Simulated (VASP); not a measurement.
# ZrB2 (P6/mmm) in VASP: a series of runs

ZrB2 is run at these levels: PBE; tasks: single point.

Everything below comes from runs of VASP 6.6.1. Logs are shortened: lines on timing, memory, paths and dates and some standing lists are left out, and cuts for length are marked.

**1. The cell of the first run**

It takes space group P6/mmm (No. 191, hexagonal). The conventional cell has a = 3.171 Å, b = 3.171 Å, c = 3.542 Å, α = 90.00°, β = 90.00°, γ = 120.00°. Within 3.4 Å of Zr (site symmetry 6/mmm) lie 12 B at 2.55 Å and 6 Zr at 3.17 Å. B (site symmetry -6m2) has 3 B at 1.83 Å within 2.4 Å.

**2. Single point, PBE, non-collinear spin, zero start, spin-orbit coupling**

INCAR

```
SYSTEM = ZrB2
  PREC = Accurate
  ENCUT = 520
  EDIFF = 1E-6
  ISMEAR = 0
  SIGMA = 0.1
  LREAL = .FALSE.
  LASPH = .TRUE.
  NELM = 150
  ALGO = Normal
  ISIF = 2
  LWAVE = .FALSE.
  LCHARG = .FALSE.
  MAGMOM = 0 0 0 0 0 0 0 0 0
  LORBIT = 11
  LSORBIT = .TRUE.
  GGA_COMPAT = .FALSE.
  LORBMOM = .TRUE.
  LMAXMIX = 4
  GGA = PE
  NBANDS = 31
```

KPOINTS

```
Automatic mesh
0
G
  15 15 12
  0 0 0
```

POSCAR

```
ZrB2
1.0
    3.1711659775      0.0000000000      0.0000000000
   -1.5855829887      2.7463102961      0.0000000000
    0.0000000000      0.0000000000      3.5422975713
Zr B
1 2
Direct
    0.0000000000      0.0000000000      0.0000000000
    0.3333333333      0.6666666667      0.5000000000
    0.6666666667      0.3333333333      0.5000000000
```

Potentials or basis: VASP PAW PBE potentials, release 64 (Zr_sv, B).

The run is started by

```sh
$ cat potpaw_PBE.64/Zr_sv/POTCAR potpaw_PBE.64/B/POTCAR > POTCAR
$ mpirun -np 1 vasp_ncl > vasp.out
```

OUTCAR:

```text
SYSTEM = ZrB2
   PREC = Accurate
   ENCUT = 520
   EDIFF = 1E-6
   ISMEAR = 0
   LREAL = .FALSE.
   LASPH = .TRUE.
   NELM = 150
   ISIF = 2
   LORBIT = 11
   LSORBIT = .TRUE.
   GGA = PE

 ion  position               nearest neighbor table
   1  0.000  0.000  0.000-   2 2.55   3 2.55   2 2.55   3 2.55   2 2.55   2 2.55   3 2.55   3 2.55
                             3 2.55   3 2.55   2 2.55   2 2.55
   2  0.333  0.667  0.500-   3 1.83   3 1.83   3 1.83   1 2.55   1 2.55   1 2.55   1 2.55   1 2.55
                             1 2.55
   3  0.667  0.333  0.500-   2 1.83   2 1.83   2 1.83   1 2.55   1 2.55   1 2.55   1 2.55   1 2.55
                             1 2.55

  LATTYP: Found a hexagonal cell.
 ALAT       =     3.1711659775
 C/A-ratio  =     1.1170331659

  Lattice vectors:

 A1 = (   3.1711659775,   0.0000000000,   0.0000000000)
 A2 = (  -1.5855829887,   2.7463102961,   0.0000000000)
 A3 = (   0.0000000000,   0.0000000000,   3.5422975713)

Analysis of symmetry for initial positions (statically):
=====================================================================
 Subroutine PRICEL returns:
 Original cell was already a primitive cell.

 Routine SETGRP: Setting up the symmetry group for a
 hexagonal supercell.

 Subroutine GETGRP returns: Found 24 space group operations
 (whereof 24 operations were pure point group operations)
 out of a pool of 24 trial point group operations.

The static configuration has the point symmetry D_6h.

Analysis of symmetry for dynamics (positions and initial velocities):
=====================================================================
 Subroutine PRICEL returns:
 Original cell was already a primitive cell.

 Routine SETGRP: Setting up the symmetry group for a
 hexagonal supercell.

 Subroutine GETGRP returns: Found 24 space group operations
 (whereof 24 operations were pure point group operations)
 out of a pool of 24 trial point group operations.

The dynamic configuration has the point symmetry D_6h.

Analysis of structural, dynamic, and magnetic symmetry:
=====================================================================
 Subroutine PRICEL returns:
 Original cell was already a primitive cell.

 Routine SETGRP: Setting up the symmetry group for a
 hexagonal supercell.

 Subroutine GETGRP returns: Found 24 space group operations
 (whereof 24 operations were pure point group operations)
 out of a pool of 24 trial point group operations.

The overall configuration has the point symmetry D_6h.

 Subroutine INISYM returns: Found 24 space group operations
 (whereof 24 operations are pure point group operations),
 and found     1 'primitive' translations

----------------------------------------------------------------------------------------

                                     Primitive cell

  volume of cell :      30.8499

  direct lattice vectors                    reciprocal lattice vectors
     3.171165977  0.000000000  0.000000000     0.315341426  0.182062457  0.000000000
    -1.585582989  2.746310296  0.000000000     0.000000000  0.364124914  0.000000000
     0.000000000  0.000000000  3.542297571     0.000000000  0.000000000  0.282302652

  length of vectors
     3.171165977  3.171165977  3.542297571     0.364124914  0.364124914  0.282302652

  position of ions in fractional coordinates (direct lattice)
     0.000000000  0.000000000  0.000000000
     0.333333333  0.666666667  0.500000000
     0.666666667  0.333333333  0.500000000

  ion indices of the primitive-cell ions
   primitive index   ion index
                 1           1
                 2           2
                 3           3

----------------------------------------------------------------------------------------

 KPOINTS: Automatic mesh

Automatic generation of k-mesh.
 Grid dimensions read from file:
 generate k-points for:   15   15   12

 Generating k-lattice:
[... 103 lines left out ...]

 number of electron      18.0000000 magnetization      -0.0000000     -0.0000000     -0.0000000

 number of electron      18.0000000 magnetization       0.0000000      0.0000000      0.0000000

 Free energy of the ion-electron system (eV)
  ---------------------------------------------------
  ext. energy  EPLUGINS =         0.00000000
  ---------------------------------------------------
  free energy    TOTEN  =       -25.04895853 eV

  energy without entropy =      -25.04785270  energy(sigma->0) =      -25.04840561

 E-fermi :  10.4825     XC(G=0): -12.4274

 val. band max:       10.4729403120   @ k =   0.4000   0.1333   0.0000
 cond. band min:      10.5057370899   @ k =   0.1333   0.1333   0.2500
 fundamental gap:      0.0327967778
 Fermi energy:        10.4824518588

 k-point     1 :       0.0000    0.0000    0.0000
  band No.  band energies     occupation
      1     -38.1580      1.00000
      2     -38.1580      1.00000
      3     -17.1804      1.00000
      4     -17.1804      1.00000
      5     -15.5636      1.00000
      6     -15.5636      1.00000
[... 781 lines left out ...]
     29      19.8313      0.00000
     30      19.8313      0.00000

 [... further k-points ...]

 [bands above 30 left out]

------------------------ aborting loop because EDIFF is reached ----------------------------------------

  FORCE on cell =-STRESS in cart. coord.  units (eV):
  Direction    XX          YY          ZZ          XY          YZ          ZX
  --------------------------------------------------------------------------------------
  -------------------------------------------------------------------------------------
  Total        0.0169361      0.0169361      0.0346905      0.0000000     -0.0000000      0.0000000
  in kB        0.8795720      0.8795720      1.8016394      0.0000000     -0.0000000      0.0000000
  external PRESSURE =       1.1869278 kB  Pullay stress =       0.0000000 kB

 VOLUME and BASIS-vectors are now :
 -----------------------------------------------------------------------------
  energy-cutoff  :      520.00
  volume of cell :       30.85
      direct lattice vectors                 reciprocal lattice vectors
     3.171165977  0.000000000  0.000000000     0.315341426  0.182062457  0.000000000
    -1.585582989  2.746310296  0.000000000     0.000000000  0.364124914  0.000000000
     0.000000000  0.000000000  3.542297571     0.000000000  0.000000000  0.282302652

 POSITION                                       TOTAL-FORCE (eV/Angst)
 -----------------------------------------------------------------------------------
      0.00000      0.00000      0.00000        -0.000000      0.000000      0.000000
     -0.00000      1.83087      1.77115        -0.000000      0.000000      0.000000
      1.58558      0.91544      1.77115         0.000000     -0.000000     -0.000000
 -----------------------------------------------------------------------------------
    total drift:                               -0.000000      0.000000     -0.000000

  FREE ENERGIE OF THE ION-ELECTRON SYSTEM (eV)
  ---------------------------------------------------
  free  energy   TOTEN  =       -25.0489585298 eV

  energy  without entropy=      -25.0478526999  energy(sigma->0) =      -25.04840561

 orbital moment (x)

 # of ion     p       d       tot
 ----------------------------------------
  1         0.000  -0.000  -0.000
  2         0.000   0.000   0.000
  3         0.000   0.000   0.000
 ----------------------------------------
            0.000  -0.000   0.000

 orbital moment (y)

 # of ion     p       d       tot
 ----------------------------------------
  1         0.000   0.000   0.000
  2         0.000   0.000   0.000
  3         0.000   0.000   0.000
 ----------------------------------------
            0.000   0.000   0.000

 orbital moment (z)

 # of ion     p       d       tot
 ----------------------------------------
  1         0.000   0.000   0.000
  2        -0.000   0.000  -0.000
  3        -0.000   0.000  -0.000
 ----------------------------------------
           -0.000   0.000  -0.000

 Spin-Orbit-Coupling matrix elements

 Ion:    1  E_soc:     -0.1392787
 l=   1
     0.0000000    -0.0225109    -0.0226179
    -0.0225109     0.0000000    -0.0225109
    -0.0226179    -0.0225109     0.0000000
 l=   2
     0.0000000    -0.0001302     0.0000000    -0.0001302    -0.0006656
    -0.0001302     0.0000000    -0.0003528    -0.0001077    -0.0001302
     0.0000000    -0.0003528     0.0000000    -0.0003528     0.0000000
    -0.0001302    -0.0001077    -0.0003528     0.0000000    -0.0001302
    -0.0006656    -0.0001302     0.0000000    -0.0001302     0.0000000
 l=   3
     0.0000000     0.0000000     0.0000000     0.0000000     0.0000000     0.0000000     0.0000000
     0.0000000     0.0000000     0.0000000     0.0000000     0.0000000     0.0000000     0.0000000
     0.0000000     0.0000000     0.0000000     0.0000000     0.0000000     0.0000000     0.0000000
     0.0000000     0.0000000     0.0000000     0.0000000     0.0000000     0.0000000     0.0000000
[... 29 lines left out ...]
 l=   2
     0.0000000     0.0000000     0.0000000     0.0000000     0.0000000
     0.0000000     0.0000000     0.0000000     0.0000000     0.0000000
     0.0000000     0.0000000     0.0000000     0.0000000     0.0000000
     0.0000000     0.0000000     0.0000000     0.0000000     0.0000000
     0.0000000     0.0000000     0.0000000     0.0000000     0.0000000
 l=   3
     0.0000000     0.0000000     0.0000000     0.0000000     0.0000000     0.0000000     0.0000000
     0.0000000     0.0000000     0.0000000     0.0000000     0.0000000     0.0000000     0.0000000
     0.0000000     0.0000000     0.0000000     0.0000000     0.0000000     0.0000000     0.0000000
     0.0000000     0.0000000     0.0000000     0.0000000     0.0000000     0.0000000     0.0000000
     0.0000000     0.0000000     0.0000000     0.0000000     0.0000000     0.0000000     0.0000000
     0.0000000     0.0000000     0.0000000     0.0000000     0.0000000     0.0000000     0.0000000
     0.0000000     0.0000000     0.0000000     0.0000000     0.0000000     0.0000000     0.0000000

 total charge

# of ion       s       p       d       tot
------------------------------------------
    1        2.167   6.030   1.766   9.963
    2        0.664   1.238   0.000   1.902
    3        0.664   1.238   0.000   1.902
--------------------------------------------------
tot          3.496   8.506   1.766  13.767

 magnetization (x)

# of ion       s       p       d       tot
------------------------------------------
    1        0.000  -0.000  -0.000  -0.000
    2        0.000   0.000   0.000   0.000
    3        0.000   0.000   0.000   0.000
--------------------------------------------------
tot          0.000  -0.000  -0.000  -0.000

 magnetization (y)

# of ion       s       p       d       tot
------------------------------------------
    1       -0.000  -0.000  -0.000  -0.000
    2        0.000   0.000   0.000   0.000
    3        0.000  -0.000   0.000  -0.000
--------------------------------------------------
tot         -0.000  -0.000  -0.000  -0.000

 magnetization (z)

# of ion       s       p       d       tot
------------------------------------------
    1        0.000   0.000   0.000   0.000
    2        0.000   0.000   0.000   0.000
    3        0.000   0.000   0.000   0.000
--------------------------------------------------
tot          0.000   0.000   0.000   0.000
```

Wall time 4.8 min (1 thread of Intel Xeon Platinum 8259CL at 2.50GHz (Skylake/Cascade Lake), shared host); peak memory 0.39 GiB.

Results:

```
Free energy                                           : -25.0490 eV
Pressure                                              : 0.1 GPa
Net moment                                            : 0.00 μB per cell
Valence electrons inside the program's atomic spheres : Zr 9.96; B 1.90
```

Moments on the atoms (μB; x, y, z):
```
Zr  0.00 0.00 0.00
B   0.00 0.00 0.00
B   0.00 0.00 0.00
```

**3. Single point, PBE (volume scaled by 0.88, then relaxed in part)**

INCAR

```
SYSTEM = ZrB2
  PREC = Accurate
  ENCUT = 520
  EDIFF = 1E-6
  ISMEAR = 0
  SIGMA = 0.1
  LREAL = .FALSE.
  LASPH = .TRUE.
  NELM = 80
  ALGO = Normal
  ISIF = 2
  LWAVE = .FALSE.
  LCHARG = .FALSE.
  GGA = PE
  NBANDS = 16
```

KPOINTS is that of step 2.

POSCAR

```
ZrB2
1.0
    3.0454759181      0.0000000000      0.0000000000
   -1.5227379590      2.6374595117      0.0000000000
    0.0000000000      0.0000000000      3.3798336145
Zr B
1 2
Direct
    0.0000000000      0.0000000000      0.0000000000
    0.3333333333      0.6666666667      0.5000000000
    0.6666666667      0.3333333333      0.5000000000
```

Potentials or basis: VASP PAW PBE potentials, release 64 (Zr_sv, B).

The run is started by

```sh
$ cat potpaw_PBE.64/Zr_sv/POTCAR potpaw_PBE.64/B/POTCAR > POTCAR
$ mpirun -np 1 vasp_std > vasp.out
```

It took 47 s on 1 thread of Intel Xeon 6975P-C, shared host; peak memory 0.21 GiB.

Results (log left out):

- Free energy: -24.5657 eV
- Pressure: 39.3 GPa
- Band gap on the k mesh: zero (band 9 reaches 12.79 eV, above the bottom of band 10 at 11.67 eV)

Stress tensor (GPa, compression positive):
```
39.24  0.00  0.00
 0.00 39.24  0.00
 0.00  0.00 39.45
```

Levels at points of the mesh, in eV from the Fermi level:
```tsv
k point	band 5	band 6	band 7	band 8	band 9	band 10	band 11	band 12	band 13	band 14
(0.00, 0.00, 0.00)	-13.27	-2.91	-2.91	-2.85	-2.19	4.01	4.01	4.89	4.89	5.63
(0.00, 0.00, 0.50)	-10.67	-7.25	-1.02	-1.02	0.34	0.34	0.89	0.89	2.24	5.33
```

**4. Single point, PBE (volume scaled by 0.91, then relaxed in part)**

INCAR

```
PREC = Accurate ; ENCUT = 520
EDIFF = 1E-6 ; ISMEAR = 0
SIGMA = 0.1 ; LREAL = F
LASPH = T ; NELM = 80
ALGO = Normal ; ISIF = 2
LWAVE = F ; LCHARG = F
GGA = PE ; NBANDS = 16
```

KPOINTS

```
regular mesh
0
Gamma
  15 15 12
```

POSCAR

```
ZrB2
1.0
    3.0781407008      0.0000000000      0.0000000000
   -1.5390703504      2.6657480433      0.0000000000
    0.0000000000      0.0000000000      3.4212707600
Zr B
1 2
Direct
    0.0000000000      0.0000000000      0.0000000000
    0.3333333333      0.6666666667      0.5000000000
    0.6666666667      0.3333333333      0.5000000000
```

Potentials or basis: VASP PAW PBE potentials, release 64 (Zr_sv, B).

The run is started by

```sh
$ cat potpaw_PBE.64/Zr_sv/POTCAR potpaw_PBE.64/B/POTCAR > POTCAR
$ mpirun -np 1 vasp_std > vasp.out
```

OUTCAR:

```text
PREC = Accurate
   ENCUT = 520
   EDIFF = 1E-6
   ISMEAR = 0
   LREAL = F
   LASPH = T
   NELM = 80
   ISIF = 2
   GGA = PE

 ion  position               nearest neighbor table
   1  0.000  0.000  0.000-   2 2.47   3 2.47   2 2.47   3 2.47   2 2.47   2 2.47   3 2.47   3 2.47
                             3 2.47   3 2.47   2 2.47   2 2.47
   2  0.333  0.667  0.500-   3 1.78   3 1.78   3 1.78   1 2.47   1 2.47   1 2.47   1 2.47   1 2.47
                             1 2.47
   3  0.667  0.333  0.500-   2 1.78   2 1.78   2 1.78   1 2.47   1 2.47   1 2.47   1 2.47   1 2.47
[... 657 lines left out ...]
  Direction    XX          YY          ZZ          XY          YZ          ZX
  --------------------------------------------------------------------------------------
  -------------------------------------------------------------------------------------
  Total        4.7617364      4.7617364      4.7767267      0.0000000     -0.0000000      0.0000000
  in kB      271.7571108    271.7571108    272.6126260      0.0000000     -0.0000000      0.0000000
  external PRESSURE =     272.0422825 kB  Pullay stress =       0.0000000 kB

 VOLUME and BASIS-vectors are now :
 -----------------------------------------------------------------------------
  energy-cutoff  :      520.00
  volume of cell :       28.07
      direct lattice vectors                 reciprocal lattice vectors
     3.078140701  0.000000000  0.000000000     0.324871439  0.187564613  0.000000000
    -1.539070350  2.665748043  0.000000000     0.000000000  0.375129226  0.000000000
     0.000000000  0.000000000  3.421270760     0.000000000  0.000000000  0.292289056

 POSITION                                       TOTAL-FORCE (eV/Angst)
 -----------------------------------------------------------------------------------
      0.00000      0.00000      0.00000         0.000000      0.000000      0.000000
     -0.00000      1.77717      1.71064        -0.000000      0.000000      0.000000
      1.53907      0.88858      1.71064         0.000000      0.000000      0.000000
 -----------------------------------------------------------------------------------
    total drift:                               -0.000000      0.000000      0.000000

  FREE ENERGIE OF THE ION-ELECTRON SYSTEM (eV)
  ---------------------------------------------------
  free  energy   TOTEN  =       -24.7577933653 eV

  energy  without entropy=      -24.7567902332  energy(sigma->0) =      -24.75729180
```

OSZICAR:

```text
N       E                     dE             d eps       ncg     rms          rms(c)
DAV:   1     0.106004834980E+03    0.10600E+03   -0.98002E+03  6048   0.114E+03
DAV:   2    -0.234783861132E+02   -0.12948E+03   -0.12418E+03  7984   0.296E+02
DAV:   3    -0.275190577339E+02   -0.40407E+01   -0.40256E+01  9096   0.451E+01
DAV:   4    -0.275734129271E+02   -0.54355E-01   -0.54346E-01  7544   0.487E+00
DAV:   5    -0.275747622501E+02   -0.13493E-02   -0.13493E-02  9016   0.479E-01    0.262E+01
DAV:   6    -0.248154009818E+02    0.27594E+01   -0.57455E+00  7848   0.171E+01    0.109E+01
DAV:   7    -0.247573338040E+02    0.58067E-01   -0.68136E-01  8360   0.539E+00    0.382E+00
DAV:   8    -0.247629216938E+02   -0.55879E-02   -0.12210E-01  7264   0.290E+00    0.414E-01
DAV:   9    -0.247580822660E+02    0.48394E-02   -0.21144E-02  7288   0.116E+00    0.208E-01
DAV:  10    -0.247577957315E+02    0.28653E-03   -0.17129E-03  7024   0.394E-01    0.454E-02
DAV:  11    -0.247577956144E+02    0.11705E-06   -0.56828E-05  7792   0.742E-02    0.140E-02
DAV:  12    -0.247577933759E+02    0.22385E-05   -0.40900E-06  7488   0.182E-02    0.663E-03
DAV:  13    -0.247577933653E+02    0.10658E-07   -0.47713E-07  4000   0.717E-03
   1 F= -.24757793E+02 E0= -.24757292E+02  d E =-.100313E-02
```

stdout:

```text
POSCAR found type information on POSCAR ZrB
 POSCAR found :  2 types and       3 ions
 scaLAPACK will be used
 LDA part: xc-table for (Slater+PW92), standard interpolation
 POSCAR, INCAR and KPOINTS ok, starting setup
 FFT: planning ... GRIDC
 FFT: planning ... GRID_SOFT
 FFT: planning ... GRID
 WAVECAR not read
 entering main loop
```

It used 43 s of CPU time on 1 thread of Intel Xeon 6975P-C, on a shared host.

What came out:

* Free energy: -24.7578 eV
* Pressure: 27.2 GPa
* Band gap on the k mesh: zero (band 9 reaches 12.38 eV, above the bottom of band 10 at 11.29 eV)

**5. Summary**

```tsv
spin	cell	gap on the mesh (eV)	pressure (GPa)
non-collinear, zero start, SOC	a = 3.171, b = 3.171, c = 3.542 Å, angles 90.0, 90.0, 120.0°, 3 atoms	-	0.1
off	a = 3.045, b = 3.045, c = 3.380 Å, angles 90.0, 90.0, 120.0°, 3 atoms	none	39.3
off	a = 3.078, b = 3.078, c = 3.421 Å, angles 90.0, 90.0, 120.0°, 3 atoms	none	27.2
```

Alike in all rows: task single point; level PBE; potentials or basis VASP PAW PBE potentials, release 64 (Zr_sv, B); k mesh 15 × 15 × 12; cutoff (eV) 520; smearing gaussian 0.1 eV.

Absolute energies hang on the potentials; compare differences alone.
